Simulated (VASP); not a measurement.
Crystal: KVF3.

```
K V F
1.0
     4.13100    0.00000    0.00000
     0.00000    4.13100    0.00000
     0.00000    0.00000    4.13100
K V F
1 1 3
Direct
  0.00000 0.00000 0.00000
  0.50000 0.50000 0.50000
  0.50000 0.50000 0.00000
  0.00000 0.50000 0.50000
  0.50000 0.00000 0.50000
```

Base run:

| Item | Value |
| --- | --- |
| Program | VASP 6.6.1 |
| Functional | LDA |
| Potentials or basis | VASP PAW LDA potentials, release 64 (K_sv, V_sv, F) |
| Cutoff | 520 eV |
| k mesh | 5 × 5 × 5 |
| Occupations | gaussian, width 0.05 eV |
| Spin | collinear spin, ferromagnetic start |
| Starting moments | [0.0, 2.22, 0.03, 0.03, 0.03] μB |
| Hubbard terms | V d U = 3.0 eV |

Its results: pressure -3.5 GPa; site moments K +0.00; V +2.70; F +0.02 μB.

After a change of settings the same cell gave: pressure -1.2 GPa; site moments K +0.01; V +2.73; F +0.07 μB. Which change was it?
A. further incar settings from ALGO = Normal; EDIFF = 1e-07; NBANDS = 34 to ALGO = Normal; EDIFF = 1e-06; NBANDS = 34; moments at the start from [0.0, 2.22, 0.03, 0.03, 0.03] to [0.0, 2.44, 0.03, 0.03, 0.03]
B. moments at the start from [0.0, 2.22, 0.03, 0.03, 0.03] to [0.01, 2.49, 0.08, 0.08, 0.08]; fixed moment from none to 3.3 μB
C. moments at the start from [0.0, 2.22, 0.03, 0.03, 0.03] to [0.0, 3.0, 0.0, 0.0, 0.0]
D. further incar settings from ALGO = Normal; EDIFF = 1e-07; NBANDS = 34 to ALGO = Normal; EDIFF = 1e-06; NBANDS = 34; moments at the start from [0.0, 2.22, 0.03, 0.03, 0.03] to [0.0, 3.0, 0.0, 0.0, 0.0]

B.

Caveats: the total moment is fixed, so each spin has its own Fermi level (some runs).
